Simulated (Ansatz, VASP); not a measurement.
One calculation of SnSe, two programs

The input INCAR:

```
SYSTEM = SnSe
PREC = Accurate ; ENCUT = 520
EDIFF = 1E-6 ; ISMEAR = 0
SIGMA = 0.05 ; LREAL = .FALSE.
LASPH = .TRUE. ; NELM = 100
ALGO = Normal ; ISIF = 2
LWAVE = .FALSE. ; LCHARG = .FALSE.
NBANDS = 28
```

File KPOINTS:

```
Automatic mesh
0
G
  6 6 4
  0 0 0
```

POSCAR

```
SnSe
1.0
    4.2853274191      0.0000000000      0.0000000000
    0.0000000000      4.2853274191      0.0000000000
    0.0000000000      0.0000000000     10.9906921300
Sn Se
2 2
Direct
    0.5000000000      0.0000000000      0.3854278261
    0.0000000000      0.5000000000      0.6145721739
    0.5000000000      0.0000000000      0.6296874021
    0.0000000000      0.5000000000      0.3703125979
```

Input for Ansatz:

```yaml
crystal:
  lattice:
    - [4.2853274191, 0.0, 0.0]
    - [0.0, 4.2853274191, 0.0]
    - [0.0, 0.0, 10.99069213]
  atoms:
    - { symbol: Sn, position: [0.5, 0.0, 0.3854278261] }
    - { symbol: Sn, position: [0.0, 0.5, 0.6145721739] }
    - { symbol: Se, position: [0.5, 0.0, 0.6296874021] }
    - { symbol: Se, position: [0.0, 0.5, 0.3703125979] }
basis:
  ecutwfc: 420
kpoints:
  mp_grid: { grid: [6, 6, 4] }
hamiltonian:
  xc: lda
scf:
  occupations: { method: gaussian, width: 0.05 }
output:
  forces: true
  stress: true
  eigenvalues: true
```

Change from the starting cell: mode 8 (56.1 1/cm) frozen in, largest displacement +0.150 Å.

Alike in both runs: task single point; functional LDA; k mesh 6 × 6 × 4; occupations gaussian, width 0.05 eV; no spin polarisation.

|  | VASP | Ansatz |
| --- | --- | --- |
| version | VASP 6.6.1 | Ansatz 0.2.0 |
| potentials or method | VASP PAW LDA potentials, release 64 (Sn_d, Se), cutoff 520 eV | scalar-relativistic, plane waves, PAW |
| valence electrons in the cell | 40 | 60 |

VASP gave:

| Item | Value |
| --- | --- |
| gap on the k mesh at the Fermi level (eV) | 1.38 |
| least direct gap on the mesh (eV) | 1.43 |
| rms of the force components (eV/Å) | 0.098 |

Question: What did Ansatz give for the same quantities?

Answer: gap on the k mesh at the Fermi level (eV): 1.38; least direct gap on the mesh (eV): 1.43; rms of the force components (eV/Å): 0.105.

LDA's correlation is that of Perdew and Zunger in VASP and of Perdew and Wang (1992) in Ansatz. Atom by atom the forces differ by 0.013 eV/Å (rms over components). VASP's potentials hold 40 valence electrons a cell and Ansatz's 60, so a difference there can come from the potentials and not from the codes.
